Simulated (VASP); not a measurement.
A run of VASP 6.6.1 is set up as follows.

File INCAR:

```
PREC = Accurate
ENCUT = 520
EDIFF = 1E-7
ISMEAR = 0
SIGMA = 0.1
LREAL = False
LASPH = True
NELM = 100
ALGO = Normal
ISIF = 2
LWAVE = False
LCHARG = False
GGA = PE
NBANDS = 24
```

File KPOINTS:

```
Automatic mesh
0
Gamma
  8 8 8
```

File POSCAR:

```
LiTaS3
1.0
    4.8187523520      0.0000000000      0.0000000000
    0.0000000000      4.8187523520      0.0000000000
    0.0000000000      0.0000000000      4.8187523520
Li Ta S
1 1 3
Direct
    0.5000000000      0.5000000000      0.5000000000
    0.0000000000      0.0000000000      0.0000000000
    0.0000000000      0.0000000000      0.5000000000
    0.5000000000      0.0000000000      0.0000000000
    0.0000000000      0.5000000000      0.0000000000
```

Potentials or basis: VASP PAW PBE potentials, release 64 (Li_sv, Ta_pv, S).

Command:

```sh
$ cat potpaw_PBE.64/Li_sv/POTCAR potpaw_PBE.64/Ta_pv/POTCAR potpaw_PBE.64/S/POTCAR > POTCAR
$ mpirun -np 1 vasp_std > vasp.out
```

What does it give for the band gap on the k mesh?

Zero (band 16 reaches 3.13 eV, above the bottom of band 17 at 2.46 eV).

Caveat: spin-orbit coupling is left out, which moves the levels of the heavy elements.
